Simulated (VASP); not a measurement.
# Ir (Im-3m) in VASP: notebook

Ir is run at these levels: PBE; tasks: single point, relaxation of cell and atoms.

Program: VASP 6.6.1. These are calculated values, not measurements. Logs are shortened: lines on timing, memory, paths and dates and some standing lists are left out, and cuts for length are marked.

**1. The cell of the first run**

The structure is cubic, space group Im-3m (No. 229). Conventional cell: a = 2.970 Å, b = 2.970 Å, c = 2.970 Å, α = 90.00°, β = 90.00°, γ = 90.00°. Within 3.4 Å of Ir (site symmetry m-3m) lie 14 Ir at 2.57 to 2.97 Å.

This isn't the form of Ir at room conditions, which is fcc.

**2. Single point, PBE**

INCAR

```
SYSTEM = Ir
PREC = Accurate
ENCUT = 500
EDIFF = 1E-6
ISMEAR = 1
SIGMA = 0.1
LREAL = .FALSE.
LASPH = .TRUE.
NELM = 120
ALGO = Normal
ISIF = 2
LWAVE = .FALSE.
LCHARG = .FALSE.
GGA = PE
NBANDS = 10
GGA_COMPAT = .FALSE.
```

KPOINTS

```
Automatic mesh
0
G
  21 21 21
  0 0 0
```

POSCAR

```
Ir
1.0
   -1.4851135203      1.4851135203      1.4851135203
    1.4851135203     -1.4851135203      1.4851135203
    1.4851135203      1.4851135203     -1.4851135203
Ir
1
Direct
    0.0000000000      0.0000000000      0.0000000000
```

Potentials or basis: VASP PAW PBE potentials, release 64 (Ir).

On the command line:

```sh
cat potpaw_PBE.64/Ir/POTCAR > POTCAR
mpirun -np 1 vasp_std > vasp.out
```

OUTCAR:

```text
SYSTEM = Ir
   PREC = Accurate
   ENCUT = 500
   EDIFF = 1E-6
   ISMEAR = 1
   LREAL = .FALSE.
   LASPH = .TRUE.
   NELM = 120
   ISIF = 2
   GGA = PE

 ion  position               nearest neighbor table
   1  0.000  0.000  0.000-

  LATTYP: Found a body centered cubic cell.
 ALAT       =     2.9702270406

  Lattice vectors:

 A1 = (  -1.4851135203,   1.4851135203,   1.4851135203)
 A2 = (   1.4851135203,  -1.4851135203,   1.4851135203)
 A3 = (   1.4851135203,   1.4851135203,  -1.4851135203)

Analysis of symmetry for initial positions (statically):
=====================================================================
 Subroutine PRICEL returns:
 Original cell was already a primitive cell.

 Routine SETGRP: Setting up the symmetry group for a
 body centered cubic supercell.

 Subroutine GETGRP returns: Found 48 space group operations
 (whereof 48 operations were pure point group operations)
 out of a pool of 48 trial point group operations.

The static configuration has the point symmetry O_h .

Analysis of symmetry for dynamics (positions and initial velocities):
=====================================================================
 Subroutine PRICEL returns:
 Original cell was already a primitive cell.

 Routine SETGRP: Setting up the symmetry group for a
 body centered cubic supercell.

 Subroutine GETGRP returns: Found 48 space group operations
 (whereof 48 operations were pure point group operations)
 out of a pool of 48 trial point group operations.

The dynamic configuration has the point symmetry O_h .

 Subroutine INISYM returns: Found 48 space group operations
 (whereof 48 operations are pure point group operations),
 and found     1 'primitive' translations

----------------------------------------------------------------------------------------

                                     Primitive cell

  volume of cell :      13.1020

  direct lattice vectors                    reciprocal lattice vectors
    -1.485113520  1.485113520  1.485113520     0.000000000  0.336674600  0.336674600
     1.485113520 -1.485113520  1.485113520     0.336674600  0.000000000  0.336674600
     1.485113520  1.485113520 -1.485113520     0.336674600  0.336674600  0.000000000

  length of vectors
     2.572292072  2.572292072  2.572292072     0.476129785  0.476129785  0.476129785

  position of ions in fractional coordinates (direct lattice)
     0.000000000  0.000000000  0.000000000

  ion indices of the primitive-cell ions
   primitive index   ion index
                 1           1

----------------------------------------------------------------------------------------

 KPOINTS: Automatic mesh

Automatic generation of k-mesh.
 Grid dimensions read from file:
 generate k-points for:   21   21   21

 Generating k-lattice:

  Cartesian coordinates                     Fractional coordinates (reciprocal lattice)
     0.000000000  0.016032124  0.016032124     0.047619048  0.000000000  0.000000000
     0.016032124  0.000000000  0.016032124     0.000000000  0.047619048  0.000000000
     0.016032124  0.016032124  0.000000000     0.000000000  0.000000000  0.047619048

  Length of vectors
     0.022672847  0.022672847  0.022672847

  Shift w.r.t. Gamma in fractional coordinates (k-lattice)
     0.000000000  0.000000000  0.000000000

 Subroutine IBZKPT returns following result:
 ===========================================

 Found    286 irreducible k-points:

 Following reciprocal coordinates:
            Coordinates               Weight
  0.000000  0.000000  0.000000      1.000000
  0.047619  0.000000  0.000000     12.000000
  0.095238  0.000000  0.000000     12.000000
  0.142857  0.000000  0.000000     12.000000
  0.190476  0.000000  0.000000     12.000000
  0.238095  0.000000  0.000000     12.000000
[... 16 lines left out ...]
  0.142857  0.095238 -0.000000     48.000000
  0.190476  0.095238  0.000000     48.000000
 [... further k-points ...]
   k-points           NKPTS =    286   k-points in BZ     NKDIM =    286   number of bands    NBANDS=     10
   number of dos      NEDOS =    301   number of ions     NIONS =      1
   total plane-waves  NPLWV =   8000
   dimension x,y,z NGX =    20 NGY =   20 NGZ =   20
   dimension x,y,z NGXF=    40 NGYF=   40 NGZF=   40
   ions per type =               1
   NGX,Y,Z   is equivalent  to a cutoff of  12.93, 12.93, 12.93 a.u.
   NGXF,Y,Z  is equivalent  to a cutoff of  25.85, 25.85, 25.85 a.u.
 SYSTEM =  Ir
   PREC   = accura    normal or accurate (medium, high low for compatibility)
   ISTART =      0    job   : 0-new  1-cont  2-samecut
   ICHARG =      2    charge: 1-file 2-atom 10-const
   ISPIN  =      1    spin polarized calculation?
   LNONCOLLINEAR =      F non collinear calculations
   LSORBIT =      F    spin-orbit coupling
   LASPH  =      T    aspherical Exc in radial PAW
   ENCUT  =  500.0 eV  36.75 Ry    6.06 a.u.   4.69  4.69  4.69*2*pi/ulx,y,z
   NELM   =    120;   NELMIN=  2; NELMDL= -5     # of ELM steps
   EDIFF  = 0.1E-05   stopping-criterion for ELM
   LREAL  =      F    real-space projection
   EDIFFG = 0.1E-04   stopping-criterion for IOM
   NSW    =      0    number of steps for IOM
   IBRION =     -1    ionic relax: 0-MD 1-quasi-New 2-CG
   NFREE  =      0    steps in history (QN), initial steepest desc. (CG)
   ISIF   =      2    stress and relaxation
   ISYM   =      2    0-nonsym 1-usesym 2-fastsym
   POTIM  = 0.5000    time-step for ionic-motion
   TEBEG  =    0.0;   TEEND  =   0.0 temperature during run
   PSTRESS=    0.0 pullay stress
   NELECT =       9.0000    total number of electrons
   NUPDOWN=      -1.0000    fix difference up-down
   EMIN   =  10.00;   EMAX   =-10.00  energy-range for DOS
   EFERMI =   0.00;   METHOD = LEGACY
   ISMEAR =     1;   SIGMA  =   0.10  broadening in eV -4-tet -1-fermi 0-gaus
   EFERMI_NEDOS =   21; number of points for ismear=-14 and -15
   IALGO  =     38    algorithm
   IMIX   =      4    mixing-type and parameters
     AMIX     =   0.40;   BMIX     =  1.00
     AMIX_MAG =   1.60;   BMIX_MAG =  1.00
  volume/ion in A,a.u.               =      13.10        88.42
  Fermi-wavevector in a.u.,A,eV,Ry     =   1.444473  2.729658 28.388577  2.086502
  Thomas-Fermi vector in A             =   2.562764
   LORBIT       =      0    0 simple, 1 ext, 2 COOP (PROOUT), +10 PAW based schemes
   GGA     = PE    functional components
   LHFCALC =     F    Hartree Fock is set to
   AEXX    =    0.0000 exact exchange contribution
   IVDW    =     0    specifies the selected vdW correction
   LEPSILON=     F    determine dielectric tensor
   LRPA    =     F    only Hartree local field effects (RPA)
 non-spin polarized calculation
 Methfessel and Paxton  Order N= 1 SIGMA  =   0.10
  energy-cutoff  :      500.00
  volume of cell :       13.10
 maximum number of plane-waves:       358
   NGX =  9   NGY =  9   NGZ =  9

 number of electron       9.0000001 magnetization

 Free energy of the ion-electron system (eV)
  ---------------------------------------------------
  ext. energy  EPLUGINS =         0.00000000
  ---------------------------------------------------
  free energy    TOTEN  =        -7.87759505 eV

  energy without entropy =       -7.87510038  energy(sigma->0) =       -7.87676349

 E-fermi :  11.5127     XC(G=0): -14.4295

 val. band max:       11.5117002913   @ k =  -0.4286  -0.4762   0.2857
 cond. band min:      11.5154288560   @ k =  -0.1429   0.1905   0.0952
 fundamental gap:      0.0037285648
 Fermi energy:        11.5127288612

 k-point     1 :       0.0000    0.0000    0.0000
  band No.  band energies     occupation
      1      -0.1700      2.00000
      2       7.3256      2.00000
      3       7.3256      2.00000
      4       7.3256      2.00000
      5      10.8367      2.00000
      6      10.8367      2.00000
      7      28.4534      0.00000
      8      28.4534      0.00000
      9      28.4534      0.00000
     10      40.7749      0.00000

 k-point     2 :       0.0476    0.0000    0.0000
  band No.  band energies     occupation
      1      -0.0532      2.00000
      2       7.2676      2.00000
      3       7.3217      2.00000
      4       7.4324      2.00000
      5      10.7512      2.00000
      6      10.8400      2.00000
      7      28.5337      0.00000
      8      28.6402      0.00000
      9      28.6555      0.00000
     10      39.6170      0.00000

 k-point     3 :       0.0952    0.0000    0.0000
  band No.  band energies     occupation
      1       0.2878      2.00000
      2       7.1022      2.00000
      3       7.3010      2.00000
      4       7.7496      2.00000
      5      10.5401      2.00000
      6      10.8520      2.00000
      7      28.7318      0.00000
      8      29.1724      0.00000
      9      29.1899      0.00000
     10      37.9062      0.00000

 k-point     4 :       0.1429    0.0000    0.0000
  band No.  band energies     occupation
      1       0.8227      2.00000
      2       6.8531      2.00000
      3       7.2467      2.00000
      4       8.2679      2.00000
      5      10.3134      2.00000
      6      10.8785      2.00000
      7      28.8999      0.00000
      8      29.7104      0.00000
      9      30.0724      0.00000
     10      36.5230      0.00000

 k-point     5 :       0.1905    0.0000    0.0000
  band No.  band energies     occupation
      1       1.4891      2.00000
      2       6.5519      2.00000
      3       7.1723      2.00000
      4       8.9705      2.00000
      5      10.1823      2.00000
      6      10.9259      2.00000
      7      28.7780      0.00000
      8      29.7261      0.00000
      9      31.2438      0.00000
     10      35.8437      0.00000

 k-point     6 :       0.2381    0.0000    0.0000
  band No.  band energies     occupation
      1       2.1735      2.00000
      2       6.2316      2.00000
      3       7.1786      2.00000
      4       9.8313      2.00000
      5      10.1951      2.00000
      6      10.9984      2.00000
      7      28.1957      0.00000
      8      28.7840      0.00000
      9      32.6503      0.00000
     10      36.0746      0.00000
[... 183 lines left out ...]
 k-point    21 :       0.4762    0.0476    0.0000
  band No.  band energies     occupation
      1       2.9894      2.00000
      2       5.2094      2.00000
      3      10.6047      2.00000
      4      10.6592      2.00000
      5      11.9127     -0.00000
      6      14.4977      0.00000
      7      20.6904      0.00000
      8      24.7105      0.00000
      9      29.4170      0.00000
     10      37.0757      0.00000

 k-point    22 :       0.0952    0.0952    0.0000
  band No.  band energies     occupation
      1       1.1338      2.00000
      2       6.8442      2.00000
      3       7.0034      2.00000
      4       8.6641      2.00000
      5      10.1330      2.00000
      6      10.9763      2.00000
      7      29.2397      0.00000
      8      29.8355      0.00000
      9      30.2045      0.00000
     10      35.5568      0.00000

 k-point    23 :       0.1429    0.0952   -0.0000
  band No.  band energies     occupation
      1       1.7879      2.00000
      2       6.5867      2.00000
      3       6.8535      2.00000
      4       9.4205      2.00000
      5       9.9832      2.00000
      6      11.0818      2.00000
      7      29.2000      0.00000
      8      29.6107      0.00000
      9      30.9297      0.00000
     10      35.2033      0.00000

 k-point    24 :       0.1905    0.0952    0.0000
  band No.  band energies     occupation
      1       2.4752      2.00000
      2       6.2789      2.00000
      3       6.8036      2.00000
      4       9.9577      2.00000
      5      10.3518      2.00000
      6      11.1948      2.00007
      7      28.2504      0.00000
      8      28.9654      0.00000
      9      31.9468      0.00000
     10      34.5220      0.00000

 [... further k-points ...]

------------------------ aborting loop because EDIFF is reached ----------------------------------------

  FORCE on cell =-STRESS in cart. coord.  units (eV):
  Direction    XX          YY          ZZ          XY          YZ          ZX
  --------------------------------------------------------------------------------------
  -------------------------------------------------------------------------------------
  Total        5.0258814      5.0258814      5.0258814      0.0000000     -0.0000000      0.0000000
  in kB      614.5877149    614.5877149    614.5877149      0.0000000     -0.0000000      0.0000000
  external PRESSURE =     614.5877149 kB  Pullay stress =       0.0000000 kB

 VOLUME and BASIS-vectors are now :
 -----------------------------------------------------------------------------
  energy-cutoff  :      500.00
  volume of cell :       13.10
      direct lattice vectors                 reciprocal lattice vectors
    -1.485113520  1.485113520  1.485113520     0.000000000  0.336674600  0.336674600
     1.485113520 -1.485113520  1.485113520     0.336674600  0.000000000  0.336674600
     1.485113520  1.485113520 -1.485113520     0.336674600  0.336674600  0.000000000

 POSITION                                       TOTAL-FORCE (eV/Angst)
 -----------------------------------------------------------------------------------
      0.00000      0.00000      0.00000         0.000000      0.000000      0.000000
 -----------------------------------------------------------------------------------
    total drift:                                0.000000     -0.000000      0.000000

  FREE ENERGIE OF THE ION-ELECTRON SYSTEM (eV)
  ---------------------------------------------------
  free  energy   TOTEN  =        -7.8775950540 eV

  energy  without entropy=       -7.8751003759  energy(sigma->0) =       -7.87676349
```

Run time: 13 s. Hardware: 1 thread of AMD EPYC 9R45 (Zen 5), shared host; peak memory 0.13 GiB.

Results:

```
Free energy            : -7.8776 eV
Pressure               : 61.5 GPa
Band gap on the k mesh : zero (an odd number of electrons rules out a gap without spin polarisation)
```

Levels at points of the mesh, in eV from the Fermi level:
```tsv
k point	band 2	band 3	band 4	band 5	band 6	band 7
(0.00, 0.00, 0.00)	-4.19	-4.19	-4.19	-0.68	-0.68	16.94
```

Caveat: the cell stands under pressure; spin-orbit coupling is left out, which moves the levels of the heavy elements.

**3. Single point, PBE**

This run uses another cell than the first one, of 13.60 Å³/atom.

INCAR

```
ALGO = Normal
EDIFF = 1E-6
ENCUT = 500
GGA = PE
GGA_COMPAT = F
ISIF = 2
ISMEAR = 1
LASPH = T
LCHARG = F
LREAL = F
LWAVE = F
NBANDS = 10
NELM = 120
PREC = Accurate
SIGMA = 0.1
```

KPOINTS

```
k-points
0
Gamma
  21 21 21
```

POSCAR

```
Ir
1.0
   -1.5036446121      1.5036446121      1.5036446121
    1.5036446121     -1.5036446121      1.5036446121
    1.5036446121      1.5036446121     -1.5036446121
Ir
1
Direct
    0.0000000000      0.0000000000      0.0000000000
```

Potentials or basis: VASP PAW PBE potentials, release 64 (Ir).

On the command line:

```sh
cat potpaw_PBE.64/Ir/POTCAR > POTCAR
mpirun -np 1 vasp_std > vasp.out
```

Wall time 13 s (1 thread of AMD EPYC 9R45 (Zen 5), shared host); peak memory 0.13 GiB.

The run converged. Its results:

```yaml
Free_energy: -8.0357 eV
Pressure: 41.1 GPa
Band_gap_on_the_k_mesh: zero (an odd number of electrons rules out a gap without spin polarisation)
```

Levels at points of the mesh, in eV from the Fermi level:
```
           k point  band 1  band 2  band 3  band 4  band 5  band 6  band 7  band 8  band 9
(0.00, 0.00, 0.00)  -11.28   -3.96   -3.96   -3.96   -0.62   -0.62   16.96   16.96   16.96
```

Caveat: the cell stands under pressure; spin-orbit coupling is left out, which moves the levels of the heavy elements.

(Part 1 of 2 ends here.)
